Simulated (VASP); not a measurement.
# Mo (P1) in VASP: further runs

The runs below take Mo through single point, with PBE.

All numbers are computed with VASP 6.6.1; they aren't measurements. Logs are shortened: lines on timing, memory, paths and dates and some standing lists are left out, and cuts for length are marked.

## (1) The cell of the first run

The typed cell holds 4 atoms: a = 5.450 Å, b = 5.450 Å, c = 2.725 Å, α = 109.47°, β = 109.47°, γ = 109.47°.

## (2) Single point, PBE

INCAR

```
SYSTEM = Mo
ALGO = Normal
EDIFF = 1E-6
ENCUT = 520
GGA = PE
ISIF = 2
ISMEAR = -1
LASPH = .True.
LCHARG = .False.
LREAL = .False.
LWAVE = .False.
NBANDS = 36
NELM = 100
PREC = Accurate
SIGMA = 0.08
```

KPOINTS

```
k-points
0
Gamma
  4 4 8
  0 0 0
```

POSCAR

```
Mo
1.0
   -3.1468300000      3.1468300000      3.1468300000
    3.1468300000     -3.1468300000      3.1468300000
    1.5734150000      1.5734150000     -1.5734150000
Mo
4
Direct
    0.0198583972      0.0048757003      0.0181306267
   -0.0265313029      0.4797527988     -0.0308469158
    0.5007839635     -0.0074967507     -0.0214037619
    0.4877969258      0.4973269926     -0.0249695726
```

Potentials or basis: VASP PAW PBE potentials, release 64 (Mo_sv).

The run is started by

```sh
> cat potpaw_PBE.64/Mo_sv/POTCAR > POTCAR
> mpirun -np 1 vasp_std > vasp.out
```

OUTCAR:

```text
SYSTEM = Mo
   EDIFF = 1E-6
   ENCUT = 520
   GGA = PE
   ISIF = 2
   ISMEAR = -1
   LASPH = .True.
   LREAL = .False.
   NELM = 100
   PREC = Accurate

 ion  position               nearest neighbor table
   1  0.020  0.005  0.018-   4 2.62   3 2.68   2 2.72   2 2.74   3 2.77   4 2.84   3 3.06   4 3.09
                             2 3.14   2 3.16   4 3.21   3 3.23
   2  0.973  0.480  0.969-   3 2.65   4 2.69   1 2.72   1 2.74   4 2.77   3 2.81   3 3.04   1 3.14
                             4 3.15   4 3.15   1 3.16   3 3.26
   3  0.501  0.993  0.979-   2 2.65   4 2.67   1 2.68   1 2.77   4 2.78   2 2.81   2 3.04   1 3.06
                             4 3.10   4 3.20   1 3.23   2 3.26
   4  0.488  0.497  0.975-   1 2.62   3 2.67   2 2.69   2 2.77   3 2.78   1 2.84   1 3.09   3 3.10
                             2 3.15   2 3.15   3 3.20   1 3.21

  LATTYP: Found a trigonal (rhomboedric) cell.
 ALAT       =     5.2184271945
 COS(alpha) =    -0.4545454545

  Lattice vectors:

 A1 = (  -1.5734150000,  -1.5734150000,  -4.7202450000)
 A2 = (  -1.5734150000,   4.7202450000,   1.5734150000)
 A3 = (   4.7202450000,  -1.5734150000,   1.5734150000)

Analysis of symmetry for initial positions (statically):
=====================================================================
 Subroutine PRICEL returns:
 Original cell was already a primitive cell.

 Routine SETGRP: Setting up the symmetry group for a
 trigonal (rhombohedral) supercell.

 Subroutine GETGRP returns: Found  1 space group operations
 (whereof  1 operations were pure point group operations)
 out of a pool of 12 trial point group operations.

The static configuration has the point symmetry C_1 .

Analysis of symmetry for dynamics (positions and initial velocities):
=====================================================================
 Subroutine PRICEL returns:
 Original cell was already a primitive cell.

 Routine SETGRP: Setting up the symmetry group for a
 trigonal (rhombohedral) supercell.

 Subroutine GETGRP returns: Found  1 space group operations
 (whereof  1 operations were pure point group operations)
 out of a pool of 12 trial point group operations.

The dynamic configuration has the point symmetry C_1 .

 Subroutine INISYM returns: Found  1 space group operations
 (whereof  1 operations are pure point group operations),
 and found     1 'primitive' translations

----------------------------------------------------------------------------------------

                                     Primitive cell
[... 109 lines left out ...]
   LNONCOLLINEAR =      F non collinear calculations
   LSORBIT =      F    spin-orbit coupling
   LASPH  =      T    aspherical Exc in radial PAW
   ENCUT  =  520.0 eV  38.22 Ry    6.18 a.u.  10.13 10.13  5.07*2*pi/ulx,y,z
   NELM   =    100;   NELMIN=  2; NELMDL= -5     # of ELM steps
   EDIFF  = 0.1E-05   stopping-criterion for ELM
   LREAL  =      F    real-space projection
   EDIFFG = 0.1E-04   stopping-criterion for IOM
   NSW    =      0    number of steps for IOM
   IBRION =     -1    ionic relax: 0-MD 1-quasi-New 2-CG
   NFREE  =      0    steps in history (QN), initial steepest desc. (CG)
   ISIF   =      2    stress and relaxation
   ISYM   =      2    0-nonsym 1-usesym 2-fastsym
   POTIM  = 0.5000    time-step for ionic-motion
   TEBEG  =    0.0;   TEEND  =   0.0 temperature during run
   PSTRESS=    0.0 pullay stress
   NELECT =      56.0000    total number of electrons
   NUPDOWN=      -1.0000    fix difference up-down
   EMIN   =  10.00;   EMAX   =-10.00  energy-range for DOS
   EFERMI =   0.00;   METHOD = LEGACY
   ISMEAR =    -1;   SIGMA  =   0.08  broadening in eV -4-tet -1-fermi 0-gaus
   EFERMI_NEDOS =   21; number of points for ismear=-14 and -15
   IALGO  =     38    algorithm
   IMIX   =      4    mixing-type and parameters
     AMIX     =   0.40;   BMIX     =  1.00
     AMIX_MAG =   1.60;   BMIX_MAG =  1.00
  volume/ion in A,a.u.               =      15.58       105.14
  Fermi-wavevector in a.u.,A,eV,Ry     =   1.579747  2.985289 33.954710  2.495601
  Thomas-Fermi vector in A             =   2.680079
   LORBIT       =      0    0 simple, 1 ext, 2 COOP (PROOUT), +10 PAW based schemes
   GGA     = PE    functional components
   LHFCALC =     F    Hartree Fock is set to
   AEXX    =    0.0000 exact exchange contribution
   IVDW    =     0    specifies the selected vdW correction
   LEPSILON=     F    determine dielectric tensor
   LRPA    =     F    only Hartree local field effects (RPA)
 non-spin polarized calculation
  energy-cutoff  :      520.00
  volume of cell :       62.32
 maximum number of plane-waves:      1701
 NGX is ok and might be reduce to    42
   NGX = 21   NGY = 21   NGZ = 11

 number of electron      56.0000000 magnetization

 Free energy of the ion-electron system (eV)
  ---------------------------------------------------
  ext. energy  EPLUGINS =         0.00000000
  ---------------------------------------------------
  free energy    TOTEN  =       -43.54473348 eV

  energy without entropy =      -43.47854910  energy(sigma->0) =      -43.51164129

 E-fermi :  12.5286     XC(G=0): -13.4020

 val. band max:       12.5193407128   @ k =   0.0000  -0.2500   0.5000
 cond. band min:      12.5462364078   @ k =   0.2500   0.5000  -0.1250
 fundamental gap:      0.0268956950
 Fermi energy:        12.5286219261

 k-point     1 :       0.0000    0.0000    0.0000
  band No.  band energies     occupation
      1     -48.6185      2.00000
      2     -48.3562      2.00000
      3     -48.3379      2.00000
      4     -48.3329      2.00000
      5     -23.3083      2.00000
      6     -23.2963      2.00000
[... 925 lines left out ...]
     35      14.9496      0.00000
     36      15.1063      0.00000

 [... further k-points ...]
[... 5 lines left out ...]
  --------------------------------------------------------------------------------------
  -------------------------------------------------------------------------------------
  Total        1.7983720      2.1200252      2.2571100     -0.0116524      0.0736388      0.1445897
  in kB       46.2317442     54.5006601     58.0247754     -0.2995550      1.8930723      3.7170464
  external PRESSURE =      52.9190599 kB  Pullay stress =       0.0000000 kB

 VOLUME and BASIS-vectors are now :
 -----------------------------------------------------------------------------
  energy-cutoff  :      520.00
  volume of cell :       62.32
      direct lattice vectors                 reciprocal lattice vectors
    -3.146830000  3.146830000  3.146830000     0.000000000  0.158890058  0.158890058
     3.146830000 -3.146830000  3.146830000     0.158890058  0.000000000  0.158890058
     1.573415000  1.573415000 -1.573415000     0.317780115  0.317780115  0.000000000

 POSITION                                       TOTAL-FORCE (eV/Angst)
 -----------------------------------------------------------------------------------
     -0.01862      0.07568      0.04931        -0.240512     -0.912922     -0.762522
     -0.02876      3.07852      3.04816         0.181316      0.288229      1.008888
      3.08710     -0.00762      3.15938         0.135165      0.290493     -0.669600
      1.56412      1.50414      1.56589        -0.075969      0.334201      0.423233
 -----------------------------------------------------------------------------------
    total drift:                                0.000036      0.000143      0.000032

  FREE ENERGIE OF THE ION-ELECTRON SYSTEM (eV)
  ---------------------------------------------------
  free  energy   TOTEN  =       -43.5447334792 eV

  energy  without entropy=      -43.4785491008  energy(sigma->0) =      -43.51164129
```

OSZICAR:

```text
N       E                     dE             d eps       ncg     rms          rms(c)
DAV:   1     0.661931473079E+03    0.66193E+03   -0.34411E+04  4896   0.164E+03
DAV:   2    -0.232861422251E+02   -0.68522E+03   -0.67083E+03  5296   0.518E+02
DAV:   3    -0.457597719873E+02   -0.22474E+02   -0.21794E+02  6204   0.873E+01
DAV:   4    -0.461107462341E+02   -0.35097E+00   -0.34859E+00  5696   0.962E+00
DAV:   5    -0.461156492973E+02   -0.49031E-02   -0.48985E-02  5704   0.112E+00    0.297E+01
DAV:   6    -0.438609195283E+02    0.22547E+01   -0.50103E+00  5108   0.149E+01    0.823E+00
DAV:   7    -0.435670474933E+02    0.29387E+00   -0.11869E+00  5688   0.657E+00    0.189E+00
DAV:   8    -0.435640393631E+02    0.30081E-02   -0.23691E-01  6044   0.344E+00    0.143E+00
DAV:   9    -0.435444409204E+02    0.19598E-01   -0.90703E-02  6588   0.208E+00    0.271E-01
DAV:  10    -0.435447079081E+02   -0.26699E-03   -0.23637E-03  5512   0.395E-01    0.103E-01
DAV:  11    -0.435447263002E+02   -0.18392E-04   -0.12139E-04  6280   0.821E-02    0.725E-02
DAV:  12    -0.435447318481E+02   -0.55480E-05   -0.83400E-05  6144   0.710E-02    0.360E-02
DAV:  13    -0.435447328615E+02   -0.10134E-05   -0.21510E-05  5956   0.375E-02    0.443E-03
DAV:  14    -0.435447334792E+02   -0.61774E-06   -0.77818E-07  2976   0.779E-03
   1 F= -.43544733E+02 E0= -.43511641E+02  d E =-.661844E-01
```

It took 84 s on 1 thread of AMD EPYC 9R45 (Zen 5), shared host; peak memory 0.21 GiB.

Results:

```
Free energy            : -43.5447 eV
Pressure               : 5.3 GPa
Largest force          : 1.214 eV/Å
Band gap on the k mesh : zero (bands 28 and 29 overlap by 2.22 eV)
```

Forces in eV/Å, atoms in the order of the input:
```
Mo  -0.241 -0.913 -0.763
Mo   0.181  0.288  1.009
Mo   0.135  0.290 -0.670
Mo  -0.076  0.334  0.423
```

Levels at points of the mesh, in eV from the Fermi level:
```tsv
k point	band 25	band 26	band 27	band 28	band 29	band 30	band 31	band 32
(0.00, 0.00, 0.00)	-1.25	-1.18	1.61	1.64	1.71	1.77	1.80	1.82
(0.50, 0.00, 0.00)	-2.05	-1.65	-1.31	-0.99	0.93	0.99	1.14	1.24
(0.50, 0.50, 0.00)	-1.83	-1.66	-1.29	-1.17	1.12	1.15	1.18	1.27
(0.00, 0.50, 0.00)	-1.84	-1.60	-1.46	-1.16	0.99	1.09	1.20	1.30
(0.00, 0.00, 0.50)	1.68	1.71	1.73	1.75	1.78	1.84	2.38	2.42
(0.50, 0.00, 0.50)	-1.60	-1.54	-0.74	-0.63	0.35	0.41	1.20	1.62
(0.50, 0.50, 0.50)	-1.70	-1.53	-0.71	-0.65	0.52	0.54	1.21	1.76
(0.00, 0.50, 0.50)	-1.72	-1.47	-0.93	-0.58	0.57	0.67	1.09	1.89
```

Caveat: the cell stands under pressure; forces of over 1 eV/Å act on the atoms, so gaps and moduli don't describe the material at rest.

## (3) Single point, PBE

INCAR

```
SYSTEM = Mo
PREC = Accurate ; ENCUT = 520
EDIFF = 1E-7 ; ISMEAR = -1
SIGMA = 0.08 ; LREAL = .False.
LASPH = .True. ; NELM = 100
ALGO = Normal ; ISIF = 2
LWAVE = .False. ; LCHARG = .True.
GGA = PE ; LELF = .True.
LVHAR = .True. ; NBANDS = 36
```

KPOINTS

```
Automatic mesh
0
Gamma
  4 4 8
  0 0 0
```

POSCAR

```
Mo
1.0
   -3.1468300000      3.1468300000      3.1468300000
    3.1468300000     -3.1468300000      3.1468300000
    1.5734150000      1.5734150000     -1.5734150000
Mo
4
Direct
    0.0198517238      0.0048753825      0.0181172799
   -0.0265254240      0.4797555000     -0.0308411957
    0.5007812624     -0.0074964329     -0.0213989952
    0.4878002625      0.4973241325     -0.0249667125
```

Potentials or basis: VASP PAW PBE potentials, release 64 (Mo_sv).

The run is started by

```sh
> cat potpaw_PBE.64/Mo_sv/POTCAR > POTCAR
> mpirun -np 1 vasp_std > vasp.out
```

Wall time 96 s (1 thread of AMD EPYC 9R45 (Zen 5), shared host); peak memory 0.21 GiB.

It converged, with:

| Quantity | Value |
| --- | --- |
| Free energy | -43.5448 eV |
| Pressure | 5.3 GPa |
| Largest force | 1.214 eV/Å |
| Band gap on the k mesh | zero (bands 28 and 29 overlap by 2.22 eV) |

Forces in eV/Å, atoms in the order of the input:
```
Mo  -0.241 -0.913 -0.763
Mo   0.181  0.288  1.009
Mo   0.135  0.290 -0.669
Mo  -0.076  0.334  0.423
```

Stress tensor (GPa, compression positive):
```
 4.63 -0.03  0.37
-0.03  5.45  0.19
 0.37  0.19  5.81
```

Levels at points of the mesh, in eV from the Fermi level:
| k point | band 26 | band 27 | band 28 | band 29 | band 30 | band 31 |
| --- | --- | --- | --- | --- | --- | --- |
| (0.00, 0.00, 0.00) | -1.18 | 1.61 | 1.64 | 1.71 | 1.77 | 1.80 |
| (0.50, 0.00, 0.00) | -1.65 | -1.31 | -0.99 | 0.93 | 0.99 | 1.14 |
| (0.50, 0.50, 0.00) | -1.66 | -1.29 | -1.17 | 1.12 | 1.15 | 1.18 |
| (0.00, 0.50, 0.00) | -1.60 | -1.46 | -1.16 | 0.99 | 1.09 | 1.20 |
| (0.00, 0.00, 0.50) | 1.71 | 1.73 | 1.75 | 1.78 | 1.84 | 2.38 |
| (0.50, 0.00, 0.50) | -1.54 | -0.74 | -0.63 | 0.35 | 0.41 | 1.20 |
| (0.50, 0.50, 0.50) | -1.53 | -0.71 | -0.65 | 0.52 | 0.54 | 1.21 |
| (0.00, 0.50, 0.50) | -1.47 | -0.93 | -0.58 | 0.57 | 0.67 | 1.09 |

Caveat: the cell stands under pressure; forces of over 1 eV/Å act on the atoms, so gaps and moduli don't describe the material at rest.
